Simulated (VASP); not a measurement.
Tl: single point with PBEsol

Tl, a slab with vacuum:

```xyz
2
Lattice="-1.9410 1.9410 1.9410 1.9410 -1.9410 1.9410 4.2356 4.2356 -3.8820" Properties=species:S:1:pos:R:3 pbc="T T T"
Tl    0.0000    0.0000    0.0000
Tl    1.9410    1.9410   -1.9410
```

```yaml
Program: VASP 6.6.1
Task: single point
Functional: PBEsol
Potentials_or_basis: VASP PAW PBE potentials, release 64 (Tl_d)
Cutoff: 520 eV
k_mesh: 6 × 6 × 6
Occupations: fermi-dirac, width 0.1 eV
Spin: no spin polarisation
```

```yaml
Largest_force: 0.187 eV/Å
Band_gap_on_the_k_mesh: zero (band 13 reaches 7.58 eV, above the bottom of band 14 at 3.04 eV)
```

Forces in eV/Å, atoms in the order of the input:
```
Tl  -0.132 -0.132  0.000
Tl   0.132  0.132  0.000
```

Levels at points of the mesh, in eV from the Fermi level:
```tsv
k point	band 9	band 10	band 11	band 12	band 13	band 14	band 15	band 16	band 17	band 18
(0.00, 0.00, 0.00)	-11.07	-10.92	-9.40	-5.71	-2.49	6.30	7.52	8.50	10.08	10.29
(0.50, 0.00, 0.00)	-10.87	-10.87	-5.00	-5.00	-2.21	-2.21	5.01	5.01	6.97	6.97
(0.50, 0.50, 0.00)	-10.85	-10.81	-4.65	-2.21	-2.08	0.99	1.65	1.94	5.28	6.03
(0.00, 0.00, 0.50)	-11.07	-11.03	-8.68	-7.67	1.76	2.61	7.31	8.28	8.32	9.02
(0.50, 0.00, 0.50)	-10.94	-10.94	-5.39	-5.39	-0.58	-0.58	2.08	2.08	6.82	6.82
(0.50, 0.50, 0.50)	-10.84	-10.82	-4.14	-3.40	-1.33	-0.53	2.84	3.73	4.45	4.45
```

It took 94 s on 1 thread of Intel Xeon 6975P-C, on a shared host, peak memory 0.22 GiB.

Caveat: the k points lie up to 0.37 Å⁻¹ apart; the PAW data sets were made with another functional, which shifts forces and pressure a little; spin-orbit coupling is left out, which moves the levels of the heavy elements.
